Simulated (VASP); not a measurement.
# Mg2Si (Fm-3m) in VASP: single point with PBE

Aim: the single point of Mg2Si with PBE.

All numbers are computed with VASP 6.6.1; they aren't measurements. Logs are shortened: lines on timing, memory, paths and dates and some standing lists are left out, and cuts for length are marked.

## Step 1: The cell of the first run

Symmetry: Fm-3m, No. 225, cubic system. The conventional cell has a = 6.390 Å, b = 6.390 Å, c = 6.390 Å, α = 90.00°, β = 90.00°, γ = 90.00°. Within 3.6 Å of Mg (site symmetry -43m) lie 4 Si at 2.77 Å and 6 Mg at 3.19 to 3.20 Å. Si (site symmetry m-3m) has 8 Mg at 2.77 Å within 3.6 Å.

## Step 2: Single point, PBE

Contents of INCAR:

```
SYSTEM = Mg2Si
ALGO = Normal
EDIFF = 1E-6
ENCUT = 600
GGA = PE
GGA_COMPAT = .False.
ISIF = 2
ISMEAR = -1
LASPH = .True.
LCHARG = .True.
LELF = .True.
LREAL = .False.
LVHAR = .True.
LWAVE = .False.
NBANDS = 11
NELM = 120
PREC = Accurate
SIGMA = 0.05
```

Contents of KPOINTS:

```
k-points
0
Gamma
  11 11 11
  0 0 0
```

Contents of POSCAR:

```
Mg2Si
1.0
    0.0000000000      3.1950000000      3.1950000000
    3.1950000000      0.0000000000      3.1950000000
    3.1950000000      3.1950000000      0.0000000000
Mg Si
2 1
Direct
    0.2500000000      0.2500000000      0.2500000000
    0.7500000000      0.7500000000      0.7500000000
    0.0000000000      0.0000000000      0.0000000000
```

Potentials or basis: VASP PAW PBE potentials, release 64 (Mg, Si).

On the command line:

```bash
$ cat potpaw_PBE.64/Mg/POTCAR potpaw_PBE.64/Si/POTCAR > POTCAR
$ mpirun -np 1 vasp_std > vasp.out
```

OUTCAR:

```text
SYSTEM = Mg2Si
   EDIFF = 1E-6
   ENCUT = 600
   GGA = PE
   ISIF = 2
   ISMEAR = -1
   LASPH = .True.
   LREAL = .False.
   NELM = 120
   PREC = Accurate

 ion  position               nearest neighbor table
   1  0.250  0.250  0.250-   3 2.77   3 2.77   3 2.77   3 2.77   2 3.19   2 3.19   2 3.19   2 3.19
                             2 3.19   2 3.19
   2  0.750  0.750  0.750-   3 2.77   3 2.77   3 2.77   3 2.77   1 3.19   1 3.19   1 3.19   1 3.19
                             1 3.19   1 3.19
   3  0.000  0.000  0.000-   2 2.77   2 2.77   2 2.77   1 2.77   2 2.77   1 2.77   1 2.77   1 2.77

  LATTYP: Found a face centered cubic cell.
 ALAT       =     6.3900000000

  Lattice vectors:

 A1 = (   0.0000000000,   3.1950000000,   3.1950000000)
 A2 = (   3.1950000000,   0.0000000000,   3.1950000000)
 A3 = (   3.1950000000,   3.1950000000,   0.0000000000)

Analysis of symmetry for initial positions (statically):
=====================================================================
 Subroutine PRICEL returns:
 Original cell was already a primitive cell.

 Routine SETGRP: Setting up the symmetry group for a
 face centered cubic supercell.

 Subroutine GETGRP returns: Found 48 space group operations
 (whereof 48 operations were pure point group operations)
 out of a pool of 48 trial point group operations.

The static configuration has the point symmetry O_h .

Analysis of symmetry for dynamics (positions and initial velocities):
=====================================================================
 Subroutine PRICEL returns:
 Original cell was already a primitive cell.

 Routine SETGRP: Setting up the symmetry group for a
 face centered cubic supercell.

 Subroutine GETGRP returns: Found 48 space group operations
 (whereof 48 operations were pure point group operations)
 out of a pool of 48 trial point group operations.

The dynamic configuration has the point symmetry O_h .

 Subroutine INISYM returns: Found 48 space group operations
 (whereof 48 operations are pure point group operations),
 and found     1 'primitive' translations

----------------------------------------------------------------------------------------

                                     Primitive cell

  volume of cell :      65.2293

  direct lattice vectors                    reciprocal lattice vectors
     0.000000000  3.195000000  3.195000000    -0.156494523  0.156494523  0.156494523
     3.195000000  0.000000000  3.195000000     0.156494523 -0.156494523  0.156494523
     3.195000000  3.195000000  0.000000000     0.156494523  0.156494523 -0.156494523

[... 90 lines left out ...]
   NFREE  =      0    steps in history (QN), initial steepest desc. (CG)
   ISIF   =      2    stress and relaxation
   ISYM   =      2    0-nonsym 1-usesym 2-fastsym
   POTIM  = 0.5000    time-step for ionic-motion
   TEBEG  =    0.0;   TEEND  =   0.0 temperature during run
   PSTRESS=    0.0 pullay stress
   NELECT =       8.0000    total number of electrons
   NUPDOWN=      -1.0000    fix difference up-down
   EMIN   =  10.00;   EMAX   =-10.00  energy-range for DOS
   EFERMI =   0.00;   METHOD = LEGACY
   ISMEAR =    -1;   SIGMA  =   0.05  broadening in eV -4-tet -1-fermi 0-gaus
   EFERMI_NEDOS =   21; number of points for ismear=-14 and -15
   IALGO  =     38    algorithm
   IMIX   =      4    mixing-type and parameters
     AMIX     =   0.40;   BMIX     =  1.00
     AMIX_MAG =   1.60;   BMIX_MAG =  1.00
  volume/ion in A,a.u.               =      21.74       146.73
  Fermi-wavevector in a.u.,A,eV,Ry     =   0.813375  1.537055  9.001319  0.661578
  Thomas-Fermi vector in A             =   1.923088
   LORBIT       =      0    0 simple, 1 ext, 2 COOP (PROOUT), +10 PAW based schemes
   GGA     = PE    functional components
   LHFCALC =     F    Hartree Fock is set to
   AEXX    =    0.0000 exact exchange contribution
   IVDW    =     0    specifies the selected vdW correction
   LEPSILON=     F    determine dielectric tensor
   LRPA    =     F    only Hartree local field effects (RPA)
 non-spin polarized calculation
  energy-cutoff  :      600.00
  volume of cell :       65.23
 maximum number of plane-waves:      2193
   NGX = 17   NGY = 17   NGZ = 17

 number of electron       8.0000000 magnetization

 Free energy of the ion-electron system (eV)
  ---------------------------------------------------
  ext. energy  EPLUGINS =         0.00000000
  ---------------------------------------------------
  free energy    TOTEN  =        -8.91560888 eV

  energy without entropy =       -8.91517298  energy(sigma->0) =       -8.91539093

 E-fermi :   3.6236     XC(G=0):  -8.7270

 val. band max:        3.4803878853   @ k =   0.0000   0.0000   0.0000
 cond. band min:       3.7641617512   @ k =   0.4545   0.4545   0.0000
 fundamental gap:      0.2837738659
 Fermi energy:         3.6235627790

 k-point     1 :       0.0000    0.0000    0.0000
  band No.  band energies     occupation
      1      -5.5505      2.00000
      2       3.4804      1.89202
      3       3.4804      1.89202
      4       3.4804      1.89202
      5       5.2486      0.00000
      6       6.0260      0.00000
      7       6.0260      0.00000
      8       6.0260      0.00000
      9       9.1077      0.00000
     10       9.1077      0.00000
     11       9.7860      0.00000
[... 309 lines left out ...]
 k-point    24 :      -0.1818    0.1818    0.0000
  band No.  band energies     occupation
      1      -4.8164      2.00000
      2       0.6824      2.00000
      3       1.6199      2.00000
      4       3.1286      1.99990
      5       5.8420      0.00000
      6       6.7468      0.00000
      7       6.8581      0.00000
      8       7.2164      0.00000
      9       7.3886      0.00000
     10      10.6505      0.00000
     11      11.3871      0.00000

 [... further k-points ...]
[... 5 lines left out ...]
  --------------------------------------------------------------------------------------
  -------------------------------------------------------------------------------------
  Total       -0.3054509     -0.3054509     -0.3054509      0.0000000      0.0000000     -0.0000000
  in kB       -7.5025593     -7.5025593     -7.5025593      0.0000000      0.0000000     -0.0000000
  external PRESSURE =      -7.5025593 kB  Pullay stress =       0.0000000 kB

 VOLUME and BASIS-vectors are now :
 -----------------------------------------------------------------------------
  energy-cutoff  :      600.00
  volume of cell :       65.23
      direct lattice vectors                 reciprocal lattice vectors
     0.000000000  3.195000000  3.195000000    -0.156494523  0.156494523  0.156494523
     3.195000000  0.000000000  3.195000000     0.156494523 -0.156494523  0.156494523
     3.195000000  3.195000000  0.000000000     0.156494523  0.156494523 -0.156494523

 POSITION                                       TOTAL-FORCE (eV/Angst)
 -----------------------------------------------------------------------------------
      1.59750      1.59750      1.59750         0.000000      0.000000      0.000000
      4.79250      4.79250      4.79250        -0.000000     -0.000000     -0.000000
      0.00000      0.00000      0.00000        -0.000000     -0.000000     -0.000000
 -----------------------------------------------------------------------------------
    total drift:                               -0.000000     -0.000000     -0.000000

  FREE ENERGIE OF THE ION-ELECTRON SYSTEM (eV)
  ---------------------------------------------------
  free  energy   TOTEN  =        -8.9156088775 eV

  energy  without entropy=       -8.9151729796  energy(sigma->0) =       -8.91539093
```

OSZICAR:

```text
N       E                     dE             d eps       ncg     rms          rms(c)
DAV:   1     0.593152533407E+01    0.59315E+01   -0.29577E+03  1232   0.594E+02
DAV:   2    -0.885129909351E+01   -0.14783E+02   -0.14070E+02  1555   0.697E+01
DAV:   3    -0.946226494395E+01   -0.61097E+00   -0.59684E+00  1523   0.114E+01
DAV:   4    -0.946755565136E+01   -0.52907E-02   -0.52900E-02  1464   0.131E+00
DAV:   5    -0.946761472337E+01   -0.59072E-04   -0.59071E-04  1494   0.145E-01    0.346E+00
DAV:   6    -0.898024106725E+01    0.48737E+00   -0.10219E+00  1394   0.336E+00    0.188E+00
DAV:   7    -0.891582805089E+01    0.64413E-01   -0.35904E-01  1454   0.215E+00    0.912E-01
DAV:   8    -0.891573238634E+01    0.95665E-04   -0.14506E-02  1340   0.605E-01    0.256E-01
DAV:   9    -0.891554009597E+01    0.19229E-03   -0.70165E-04  1442   0.115E-01    0.133E-01
DAV:  10    -0.891561917346E+01   -0.79077E-04   -0.21842E-04  1379   0.644E-02    0.515E-02
DAV:  11    -0.891560979283E+01    0.93806E-05   -0.19608E-05  1433   0.168E-02    0.213E-02
DAV:  12    -0.891560887755E+01    0.91528E-06   -0.97953E-06  1346   0.123E-02
   1 F= -.89156089E+01 E0= -.89153909E+01  d E =-.435898E-03
```

stdout:

```text
POSCAR found type information on POSCAR MgSi
 POSCAR found :  2 types and       3 ions
 scaLAPACK will be used
 LDA part: xc-table for (Slater+PW92), standard interpolation
 POSCAR, INCAR and KPOINTS ok, starting setup
 FFT: planning ... GRIDC
 FFT: planning ... GRID_SOFT
 FFT: planning ... GRID
 WAVECAR not read
 entering main loop
```

Run time: 39 s. Hardware: 1 thread of Intel Xeon 6975P-C, shared host; peak memory 0.23 GiB.

What came out:

- Free energy: -8.9156 eV
- Pressure: -0.8 GPa
- Band gap on the k mesh: 0.28 eV, indirect (least direct gap 1.77 eV)
